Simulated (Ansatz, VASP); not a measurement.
MoS2: VASP beside Ansatz

```xyz
3
Lattice="0.0000 2.9960 2.9960 2.9960 0.0000 2.9960 2.9960 2.9960 0.0000" Properties=species:S:1:pos:R:3 pbc="T T T"
Mo    0.0000    0.0000    0.0000
S     1.4980    1.4980    1.4980
S     4.4939    4.4939    4.4939
```

Alike in both runs: task single point; functional LDA; k mesh 6 × 6 × 6; occupations gaussian, width 0.05 eV; collinear spin; Hubbard terms Mo d U = 3.0 eV, J = 0.7 eV.

|  | VASP | Ansatz |
| --- | --- | --- |
| version | VASP 6.6.1 | Ansatz 0.2.0 |
| potentials or method | VASP PAW LDA potentials, release 64 (Mo_sv, S), cutoff 500 eV | scalar-relativistic, plane waves, PAW |
| valence electrons in the cell | 26 | 26 |

Ansatz gave:

* gap on the k mesh at the Fermi level (eV): none
* pressure (GPa): -7.4
* net moment per atom (μB): 0.66
* size of the moment on the site where the two differ most (μB): 1.45

What did VASP give for the same quantities?

gap on the k mesh at the Fermi level (eV): none; pressure (GPa): -7.6; net moment per atom (μB): 0.62; size of the moment on the site where the two differ most (μB): 1.63.

LDA's correlation is that of Perdew and Zunger in VASP and of Perdew and Wang (1992) in Ansatz. Site moments also hang on the region over which each program counts them. The programs project onto different local orbitals, so the same U acts differently, and such runs can settle in different states. A gap of «none» marks a metal or a gap that the smearing closes. Ansatz's warnings: filled band counts differ across k points.
